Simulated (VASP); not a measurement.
# Mn (P6_3/mmc) in VASP: a series of runs, part 2 of 2

VASP 6.6.1. Earlier steps stand in the parts before.

### Step 6. Single point, LDA, collinear spin, ferromagnetic start (volume scaled by 0.95)

INCAR reads:

```
PREC     = Accurate       # precision mode
ENCUT    = 520            # plane-wave cutoff, eV
EDIFF    = 1E-6           # SCF threshold, eV
ISMEAR   = -1             # smearing method
SIGMA    = 0.08           # smearing width, eV
LREAL    = F              # projectors in reciprocal space
LASPH    = T              # aspherical terms in the spheres
NELM     = 150            # most SCF steps
ALGO     = Normal         # electronic algorithm
ISIF     = 2              # what is computed and relaxed
LWAVE    = F              # write WAVECAR
LCHARG   = T              # write CHGCAR
ISPIN    = 2              # spin polarisation
MAGMOM   = 3 3            # initial moments
LORBIT   = 11             # projections on sites
LMAXMIX  = 4              # l up to which the mixer works
GGA      = CA             # functional
LELF     = T              # ELF
LVHAR    = T            
NBANDS   = 24             # bands
```

KPOINTS reads:

```
regular mesh
0
Gamma
  20 20 11
```

POSCAR reads:

```
Mn
1.0
    2.3906525165      0.0000000000      0.0000000000
   -1.1953262583      2.0703658109      0.0000000000
    0.0000000000      0.0000000000      3.8562345013
Mn
2
Direct
    0.3333333333      0.6666666667      0.2500000000
    0.6666666667      0.3333333333      0.7500000000
```

Potentials or basis: VASP PAW LDA potentials, release 64 (Mn_pv).

Run with:

```sh
$ cat potpaw_LDA.64/Mn_pv/POTCAR > POTCAR
$ mpirun -np 1 vasp_std > vasp.out
```

OUTCAR:

```text
PREC = Accurate
   ENCUT = 520
   EDIFF = 1E-6
   ISMEAR = -1
   LREAL = F
   LASPH = T
   NELM = 150
   ISIF = 2
   ISPIN = 2
   LORBIT = 11
   GGA = CA

 ion  position               nearest neighbor table
   1  0.333  0.667  0.250-   2 2.37   2 2.37   2 2.37   2 2.37   2 2.37   2 2.37
   2  0.667  0.333  0.750-   1 2.37   1 2.37   1 2.37   1 2.37   1 2.37   1 2.37

  LATTYP: Found a hexagonal cell.
 ALAT       =     2.3906525165
 C/A-ratio  =     1.6130468459

  Lattice vectors:

 A1 = (   2.3906525165,   0.0000000000,   0.0000000000)
 A2 = (  -1.1953262583,   2.0703658109,   0.0000000000)
 A3 = (   0.0000000000,   0.0000000000,   3.8562345013)

Analysis of symmetry for initial positions (statically):
=====================================================================
 Subroutine PRICEL returns:
 Original cell was already a primitive cell.

 Routine SETGRP: Setting up the symmetry group for a
 hexagonal supercell.

 Subroutine GETGRP returns: Found 24 space group operations
 (whereof 12 operations were pure point group operations)
 out of a pool of 24 trial point group operations.

The static configuration has the point symmetry D_3d.
 The point group associated with its full space group is D_6h.

Analysis of symmetry for dynamics (positions and initial velocities):
=====================================================================
 Subroutine PRICEL returns:
 Original cell was already a primitive cell.

 Routine SETGRP: Setting up the symmetry group for a
 hexagonal supercell.

 Subroutine GETGRP returns: Found 24 space group operations
 (whereof 12 operations were pure point group operations)
 out of a pool of 24 trial point group operations.

The dynamic configuration has the point symmetry D_3d.
 The point group associated with its full space group is D_6h.

Analysis of structural, dynamic, and magnetic symmetry:
=====================================================================
 Subroutine PRICEL returns:
[... 147 lines left out ...]

 number of electron      25.9999980 magnetization       0.2686126

 number of electron      25.9999980 magnetization      -0.0000767

 Free energy of the ion-electron system (eV)
  ---------------------------------------------------
  ext. energy  EPLUGINS =         0.00000000
  ---------------------------------------------------
  free energy    TOTEN  =       -20.26875358 eV

  energy without entropy =      -20.21911538  energy(sigma->0) =      -20.24393448

 E-fermi :  11.9522     XC(G=0): -15.1092

 val. band max:       11.9507560687   @ k =   0.3500   0.2000   0.3636
 cond. band min:      11.9521879417   @ k =   0.1500   0.1500   0.0000
 fundamental gap:      0.0014318729
 Fermi energy:        11.9521763022

 spin component 1

 k-point     1 :       0.0000    0.0000    0.0000
  band No.  band energies     occupation
      1     -36.1549      1.00000
      2     -35.1566      1.00000
      3     -35.1566      1.00000
      4     -35.0008      1.00000
      5     -35.0008      1.00000
      6     -34.9778      1.00000
[... 637 lines left out ...]
     23      35.3034      0.00000
     24      35.8346      0.00000

 [... further k-points ...]

 spin component 2

 k-point     1 :       0.0000    0.0000    0.0000
  band No.  band energies     occupation
      1     -36.1551      1.00000
      2     -35.1568      1.00000
      3     -35.1568      1.00000
      4     -35.0010      1.00000
      5     -35.0010      1.00000
      6     -34.9780      1.00000
[... 637 lines left out ...]
     23      35.3034      0.00000
     24      35.8345      0.00000

 [... further k-points ...]
[... 5 lines left out ...]
  --------------------------------------------------------------------------------------
  -------------------------------------------------------------------------------------
  Total        2.3198045      2.3198045      2.3026383     -0.0000000      0.0000000     -0.0000000
  in kB      194.7309539    194.7309538    193.2899707     -0.0000000      0.0000000     -0.0000000
  external PRESSURE =     194.2506261 kB  Pullay stress =       0.0000000 kB

 VOLUME and BASIS-vectors are now :
 -----------------------------------------------------------------------------
  energy-cutoff  :      520.00
  volume of cell :       19.09
      direct lattice vectors                 reciprocal lattice vectors
     2.390652516  0.000000000  0.000000000     0.418295839  0.241503215  0.000000000
    -1.195326258  2.070365811  0.000000000     0.000000000  0.483006430  0.000000000
     0.000000000  0.000000000  3.856234501     0.000000000  0.000000000  0.259320329

 POSITION                                       TOTAL-FORCE (eV/Angst)
 -----------------------------------------------------------------------------------
     -0.00000      1.38024      0.96406        -0.000000      0.000000      0.000000
      1.19533      0.69012      2.89218         0.000000     -0.000000      0.000000
 -----------------------------------------------------------------------------------
    total drift:                               -0.000000      0.000000     -0.000000

  FREE ENERGIE OF THE ION-ELECTRON SYSTEM (eV)
  ---------------------------------------------------
  free  energy   TOTEN  =       -20.2687535751 eV

  energy  without entropy=      -20.2191153758  energy(sigma->0) =      -20.24393448

 total charge

# of ion       s       p       d       tot
------------------------------------------
    1        0.476   6.478   5.309  12.263
    2        0.476   6.478   5.309  12.263
--------------------------------------------------
tot          0.953  12.956  10.618  24.527

 magnetization (x)

# of ion       s       p       d       tot
------------------------------------------
    1       -0.000  -0.000  -0.000  -0.000
    2       -0.000  -0.000  -0.000  -0.000
--------------------------------------------------
tot         -0.000  -0.000  -0.000  -0.000
```

Run time: 4.1 min. Hardware: 1 thread of Oxide Virtual Turin-like, shared host; peak memory 0.22 GiB.

Results:

| Quantity | Value |
| --- | --- |
| Free energy | -20.2688 eV |
| Pressure | 19.4 GPa |
| Band gap on the k mesh | zero (filled and empty bands overlap) |
| Net moment | 0.00 μB per cell |
| Valence electrons inside the program's atomic spheres | Mn 12.26 |

Caveat: the starting moments collapsed, and a magnetic state may lie lower.
